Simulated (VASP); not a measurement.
# NaF (I4/mmm) in VASP: further runs

The runs below take NaF through single point, with r2SCAN.

All numbers are computed with VASP 6.6.1; they aren't measurements. Logs are shortened: lines on timing, memory, paths and dates and some standing lists are left out, and cuts for length are marked.

### Step 1. The cell of the first run

It takes space group I4/mmm (No. 139, tetragonal). The conventional cell has a = 3.236 Å, b = 3.236 Å, c = 4.507 Å, α = 90.00°, β = 90.00°, γ = 90.00°. Within 3.0 Å of Na (site symmetry 4/mmm) lie 6 F at 2.25 to 2.29 Å. F (site symmetry 4/mmm) has 6 Na at 2.25 to 2.29 Å within 3.0 Å.

### Step 2. Single point, r2SCAN (strain -0.015 along x and y, -0.030 along z)

File POSCAR:

```
NaF
1.0
    0.0000000000      2.2884505000      2.2536010000
    2.2884505000      0.0000000000      2.2536010000
    2.2884505000      2.2884505000      0.0000000000
Na F
1 1
Direct
    0.0000000000      0.0000000000      0.0000000000
    0.5000000000      0.5000000000      0.5000000000
```

File INCAR.step1:

```
PREC = Accurate
ENCUT = 520
ISMEAR = 0
SIGMA = 0.05
LREAL = F
LASPH = T
NELM = 100
NBANDS = 14
GGA = PE
ALGO = Normal
EDIFF = 1E-4
LWAVE = T
LCHARG = F
```

File INCAR.step2:

```
PREC = Accurate
ENCUT = 520
EDIFF = 1E-6
ISMEAR = 0
SIGMA = 0.05
LREAL = F
LASPH = T
NELM = 100
ALGO = Normal
ISIF = 2
LWAVE = F
LCHARG = F
METAGGA = R2SCAN
LMIXTAU = T
NBANDS = 14
ISTART = 1
```

File KPOINTS:

```
regular mesh
0
Gamma
  8 8 8
```

Potentials or basis: VASP PAW PBE potentials, release 64 (Na_pv, F).

The run is started by

```console
cat potpaw_PBE.64/Na_pv/POTCAR potpaw_PBE.64/F/POTCAR > POTCAR
cp INCAR.step1 INCAR
mpirun -np 1 vasp_std > vasp.out
cp INCAR.step2 INCAR
mpirun -np 1 vasp_std > vasp.out
```

OUTCAR:

```text
PREC = Accurate
   ENCUT = 520
   EDIFF = 1E-6
   ISMEAR = 0
   LREAL = F
   LASPH = T
   NELM = 100
   ISIF = 2
   METAGGA = R2SCAN
   ISTART = 1

 ion  position               nearest neighbor table
   1  0.000  0.000  0.000-   2 2.25   2 2.25   2 2.29   2 2.29   2 2.29   2 2.29
   2  0.500  0.500  0.500-   1 2.25   1 2.25   1 2.29   1 2.29   1 2.29   1 2.29

  LATTYP: Found a body centered tetragonal cell.
 ALAT       =     3.2363577339
 C/A-ratio  =     1.3926773152

  Lattice vectors:

 A1 = (   0.0000000000,  -2.2884505000,  -2.2536010000)
 A2 = (   0.0000000000,   2.2884505000,  -2.2536010000)
 A3 = (   2.2884505000,   0.0000000000,   2.2536010000)

Analysis of symmetry for initial positions (statically):
=====================================================================
 Subroutine PRICEL returns:
 Original cell was already a primitive cell.

 Routine SETGRP: Setting up the symmetry group for a
 body centered tetragonal supercell.

 Subroutine GETGRP returns: Found 16 space group operations
 (whereof 16 operations were pure point group operations)
 out of a pool of 16 trial point group operations.

The static configuration has the point symmetry D_4h.

Analysis of symmetry for dynamics (positions and initial velocities):
=====================================================================
 Subroutine PRICEL returns:
 Original cell was already a primitive cell.

 Routine SETGRP: Setting up the symmetry group for a
 body centered tetragonal supercell.

 Subroutine GETGRP returns: Found 16 space group operations
 (whereof 16 operations were pure point group operations)
 out of a pool of 16 trial point group operations.

The dynamic configuration has the point symmetry D_4h.

 Subroutine INISYM returns: Found 16 space group operations
 (whereof 16 operations are pure point group operations),
 and found     1 'primitive' translations

----------------------------------------------------------------------------------------

                                     Primitive cell

  volume of cell :      23.6042

  direct lattice vectors                    reciprocal lattice vectors
     0.000000000  2.288450500  2.253601000    -0.218488449  0.218488449  0.221867136
     2.288450500  0.000000000  2.253601000     0.218488449 -0.218488449  0.221867136
     2.288450500  2.288450500  0.000000000     0.218488449  0.218488449 -0.221867136

  length of vectors
     3.211809951  3.211809951  3.236357734     0.380393784  0.380393784  0.380393784

  position of ions in fractional coordinates (direct lattice)
     0.000000000  0.000000000  0.000000000
     0.500000000  0.500000000  0.500000000

  ion indices of the primitive-cell ions
   primitive index   ion index
[... 82 lines left out ...]
   POTIM  = 0.5000    time-step for ionic-motion
   TEBEG  =    0.0;   TEEND  =   0.0 temperature during run
   PSTRESS=    0.0 pullay stress
   NELECT =      14.0000    total number of electrons
   NUPDOWN=      -1.0000    fix difference up-down
   EMIN   =  10.00;   EMAX   =-10.00  energy-range for DOS
   EFERMI =   0.00;   METHOD = LEGACY
   ISMEAR =     0;   SIGMA  =   0.05  broadening in eV -4-tet -1-fermi 0-gaus
   EFERMI_NEDOS =   21; number of points for ismear=-14 and -15
   IALGO  =     38    algorithm
   IMIX   =      4    mixing-type and parameters
     AMIX     =   0.40;   BMIX     =  1.00
     AMIX_MAG =   1.60;   BMIX_MAG =  1.00
  volume/ion in A,a.u.               =      11.80        79.64
  Fermi-wavevector in a.u.,A,eV,Ry     =   1.375480  2.599280 25.741463  1.891944
  Thomas-Fermi vector in A             =   2.500812
   LORBIT       =      0    0 simple, 1 ext, 2 COOP (PROOUT), +10 PAW based schemes
   METAGGA = R2SCAN    functional components
   LHFCALC =     F    Hartree Fock is set to
   AEXX    =    0.0000 exact exchange contribution
   IVDW    =     0    specifies the selected vdW correction
   LEPSILON=     F    determine dielectric tensor
   LRPA    =     F    only Hartree local field effects (RPA)
 non-spin polarized calculation
 Gauss-broadening in eV      SIGMA  =   0.05
  energy-cutoff  :      520.00
  volume of cell :       23.60
 maximum number of plane-waves:       646
   NGX = 11   NGY = 11   NGZ = 13

 number of electron      14.0000002 magnetization

 Free energy of the ion-electron system (eV)
  ---------------------------------------------------
  ext. energy  EPLUGINS =         0.00000000
  ---------------------------------------------------
  free energy    TOTEN  =       -12.60141464 eV

  energy without entropy =      -12.60141464  energy(sigma->0) =      -12.60141464

 E-fermi :  -2.2561     XC(G=0): -10.0558

 val. band max:       -2.4940580934   @ k =   0.0000   0.0000   0.0000
 cond. band min:       4.9828440162   @ k =   0.0000   0.0000   0.0000
 fundamental gap:      7.4769021096
 Fermi energy:        -2.2560900060

 k-point     1 :       0.0000    0.0000    0.0000
  band No.  band energies     occupation
      1     -22.8824      2.00000
      2     -21.8379      2.00000
      3     -21.8377      2.00000
      4     -21.8333      2.00000
      5      -2.4967      2.00000
      6      -2.4967      2.00000
      7      -2.4941      2.00000
      8       4.9828      0.00000
      9      17.6341      0.00000
     10      17.6341      0.00000
     11      17.7451      0.00000
     12      20.4541      0.00000
     13      22.8733      0.00000
     14      23.3434      0.00000
[... 377 lines left out ...]
      1     -23.1363      2.00000
      2     -21.8588      2.00000
      3     -21.8540      2.00000
      4     -21.4592      2.00000
      5      -3.7721      2.00000
      6      -2.8094      2.00000
      7      -2.7518      2.00000
      8       8.3299      0.00000
      9      12.6677      0.00000
     10      18.3469      0.00000
     11      19.0100      0.00000
     12      20.1342      0.00000
     13      23.3602      0.00000
     14      25.3577      0.00000

 [... further k-points ...]
[... 5 lines left out ...]
  --------------------------------------------------------------------------------------
  -------------------------------------------------------------------------------------
  Total        0.0248107      0.0248107      0.3014928      0.0000000      0.0000000     -0.0000000
  in kB        1.6840694      1.6840694     20.4643264      0.0000000      0.0000000     -0.0000000
  external PRESSURE =       7.9441551 kB  Pullay stress =       0.0000000 kB

 VOLUME and BASIS-vectors are now :
 -----------------------------------------------------------------------------
  energy-cutoff  :      520.00
  volume of cell :       23.60
      direct lattice vectors                 reciprocal lattice vectors
     0.000000000  2.288450500  2.253601000    -0.218488449  0.218488449  0.221867136
     2.288450500  0.000000000  2.253601000     0.218488449 -0.218488449  0.221867136
     2.288450500  2.288450500  0.000000000     0.218488449  0.218488449 -0.221867136

 POSITION                                       TOTAL-FORCE (eV/Angst)
 -----------------------------------------------------------------------------------
      0.00000      0.00000      0.00000        -0.000000     -0.000000      0.000000
      2.28845      2.28845      2.25360         0.000000      0.000000     -0.000000
 -----------------------------------------------------------------------------------
    total drift:                                0.000000     -0.000000      0.000000

  FREE ENERGIE OF THE ION-ELECTRON SYSTEM (eV)
  ---------------------------------------------------
  free  energy   TOTEN  =       -12.6014146371 eV

  energy  without entropy=      -12.6014146371  energy(sigma->0) =      -12.60141464
```

OUTCAR.step1:

```text
PREC = Accurate
   ENCUT = 520
   ISMEAR = 0
   LREAL = F
   LASPH = T
[... 629 lines left out ...]
 -----------------------------------------------------------------------------------
      0.00000      0.00000      0.00000         0.000000     -0.000000     -0.000000
      2.28845      2.28845      2.25360        -0.000000      0.000000      0.000000
 -----------------------------------------------------------------------------------
    total drift:                                0.000000     -0.000000      0.000000

  FREE ENERGIE OF THE ION-ELECTRON SYSTEM (eV)
  ---------------------------------------------------
  free  energy   TOTEN  =        -8.5296568227 eV

  energy  without entropy=       -8.5296568227  energy(sigma->0) =       -8.52965682
```

Wall time 19 s (1 thread of Intel Xeon 6975P-C (Granite Rapids), shared host); peak memory 0.14 GiB.

Results:

```yaml
Free_energy: -12.6014 eV
Pressure: 0.8 GPa
Band_gap_on_the_k_mesh: 7.48 eV, direct
```

Stress tensor (GPa, compression positive):
```
0.17 0.00 0.00
0.00 0.17 0.00
0.00 0.00 2.05
```

Levels at points of the mesh, in eV from the valence-band top:
| k point | band 4 | band 5 | band 6 | band 7 | band 8 | band 9 | band 10 | band 11 |
| --- | --- | --- | --- | --- | --- | --- | --- | --- |
| (0.00, 0.00, 0.00) | -19.34 | 0.00 | 0.00 | 0.00 | 7.48 | 20.13 | 20.13 | 20.24 |
| (0.50, 0.00, 0.00) | -18.81 | -1.67 | -0.30 | -0.29 | 11.97 | 13.88 | 21.86 | 22.16 |
| (0.50, 0.50, 0.00) | -19.41 | -1.32 | -0.45 | -0.45 | 14.00 | 14.67 | 15.42 | 21.71 |
| (0.50, 0.00, 0.50) | -19.40 | -1.36 | -0.43 | -0.41 | 14.16 | 14.46 | 15.37 | 21.81 |

Caveat: the cell differs from its parent crystal (strain -0.015 along x and y, -0.030 along z); the PAW data sets were made with another functional, which shifts forces and pressure a little.

### Step 3. Single point, r2SCAN (strain -0.030 along x and y, +0.030 along z)

File POSCAR:

```
NaF
1.0
    0.0000000000      2.2536010000      2.3929990000
    2.2536010000      0.0000000000      2.3929990000
    2.2536010000      2.2536010000      0.0000000000
Na F
1 1
Direct
    0.0000000000      0.0000000000      0.0000000000
    0.5000000000      0.5000000000      0.5000000000
```

File INCAR.step1:

```
PREC     = Accurate       # precision mode
ENCUT    = 520            # plane-wave cutoff, eV
ISMEAR   = 0              # smearing method
SIGMA    = 0.05           # smearing width, eV
LREAL    = False          # projectors in reciprocal space
LASPH    = True           # aspherical terms in the spheres
NELM     = 100            # most SCF steps
NBANDS   = 14             # bands
GGA      = PE             # functional
ALGO     = Normal         # electronic algorithm
EDIFF    = 1E-4           # SCF threshold, eV
LWAVE    = True           # write WAVECAR
LCHARG   = False          # write CHGCAR
```

File INCAR.step2:

```
PREC     = Accurate       # precision mode
ENCUT    = 520            # plane-wave cutoff, eV
EDIFF    = 1E-7           # SCF threshold, eV
ISMEAR   = 0              # smearing method
SIGMA    = 0.05           # smearing width, eV
LREAL    = False          # projectors in reciprocal space
LASPH    = True           # aspherical terms in the spheres
NELM     = 100            # most SCF steps
ALGO     = Normal         # electronic algorithm
ISIF     = 2              # what is computed and relaxed
LWAVE    = False          # write WAVECAR
LCHARG   = True           # write CHGCAR
METAGGA  = R2SCAN         # meta-GGA
LMIXTAU  = True         
LELF     = True           # ELF
LVHAR    = True         
NBANDS   = 14             # bands
ISTART   = 1
```

KPOINTS is that of step 2.

Potentials or basis: VASP PAW PBE potentials, release 64 (Na_pv, F).

The run is started by

```console
cat potpaw_PBE.64/Na_pv/POTCAR potpaw_PBE.64/F/POTCAR > POTCAR
cp INCAR.step1 INCAR
mpirun -np 1 vasp_std > vasp.out
cp INCAR.step2 INCAR
mpirun -np 1 vasp_std > vasp.out
```

Wall time 26 s (1 thread of Intel Xeon 6975P-C (Granite Rapids), shared host); peak memory 0.14 GiB.

Results (log left out):

- Free energy: -12.5873 eV
- Pressure: -0.3 GPa
- Band gap on the k mesh: 7.29 eV, direct

Stress tensor (GPa, compression positive):
```
 1.45  0.00  0.00
 0.00  1.45  0.00
 0.00  0.00 -3.72
```

Levels at points of the mesh, in eV from the valence-band top:
| k point | band 3 | band 4 | band 5 | band 6 | band 7 | band 8 | band 9 | band 10 | band 11 | band 12 |
| --- | --- | --- | --- | --- | --- | --- | --- | --- | --- | --- |
| (0.00, 0.00, 0.00) | -19.41 | -19.41 | -0.01 | 0.00 | 0.00 | 7.29 | 19.70 | 20.13 | 20.13 | 22.70 |
| (0.50, 0.00, 0.00) | -19.42 | -18.87 | -1.61 | -0.31 | -0.26 | 11.77 | 13.60 | 21.14 | 22.28 | 23.74 |
| (0.50, 0.50, 0.00) | -19.46 | -19.46 | -1.37 | -0.35 | -0.35 | 13.71 | 14.41 | 14.98 | 21.90 | 21.90 |
| (0.50, 0.00, 0.50) | -19.48 | -19.48 | -1.26 | -0.49 | -0.41 | 13.82 | 14.54 | 15.14 | 20.87 | 21.54 |

Caveat: the cell differs from its parent crystal (strain -0.030 along x and y, +0.030 along z); the PAW data sets were made with another functional, which shifts forces and pressure a little.
